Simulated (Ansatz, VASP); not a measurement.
## Sb in VASP and in Ansatz

Contents of INCAR:

```
ALGO = Normal ; DIPOL = 0.5 0.5 0.500
EDIFF = 1E-7 ; ENCUT = 520
GGA = PE ; IDIPOL = 3
ISIF = 2 ; ISMEAR = -1
LASPH = True ; LCHARG = False
LDIPOL = True ; LREAL = False
LWAVE = False ; NBANDS = 14
NELM = 100 ; PREC = Accurate
SIGMA = 0.1
```

Contents of KPOINTS:

```
k-points
0
Gamma
  11 11 1
```

The input POSCAR:

```
Sb
1.0
    3.3888387676      0.0000000000      0.0000000000
   -1.6944193838      2.9348204621      0.0000000000
    0.0000000000      0.0000000000     21.5340000000
Sb
3
Direct
    0.1666666665      0.3333333335      0.3715066748
    0.5000000005      0.9999999995      0.4999999996
    0.8333333335      0.6666666665      0.6284933252
```

Input for Ansatz:

```yaml
crystal:
  lattice:
    - [3.3888387676, 0.0, 0.0]
    - [-1.6944193838, 2.9348204621, 0.0]
    - [0.0, 0.0, 21.534]
  atoms:
    - { symbol: Sb, position: [0.1666666665, 0.3333333335, 0.3715066748] }
    - { symbol: Sb, position: [0.5000000005, 0.9999999995, 0.4999999996] }
    - { symbol: Sb, position: [0.8333333335, 0.6666666665, 0.6284933252] }
kpoints:
  mp_grid: { grid: [11, 11, 1] }
scf:
  occupations: { method: fermi_dirac, width: 0.1 }
hamiltonian:
  xc: pbe
  pseudopotentials: { kind: paw }
output:
  forces: true
  stress: true
  eigenvalues: true
  populations: true
efield:
  axis: 3
  amplitude: 0
  dipole_correction: true
```

Alike in both runs: task single point; functional PBE; k mesh 11 × 11 × 1; occupations fermi-dirac, width 0.1 eV; no spin polarisation.

|  | VASP | Ansatz |
| --- | --- | --- |
| version | VASP 6.6.1 | Ansatz 0.2.0 |
| potentials or method | VASP PAW PBE potentials, release 64 (Sb) | PAW with Ansatz's default frozen-core files, scalar-relativistic |
| plane-wave cutoff (eV) | 520 | 420 |
| valence electrons in the cell | 15 | 45 |

|  | VASP | Ansatz | Ansatz less VASP |
| --- | --- | --- | --- |
| rms of the force components (eV/Å) | 0.066 | 0.062 | -0.0032 |

Atom by atom the forces differ by 0.003 eV/Å (rms over components). VASP's potentials hold 15 valence electrons a cell and Ansatz's 45, so a difference there can come from the potentials and not from the codes.

Neither program's run includes spin-orbit coupling.
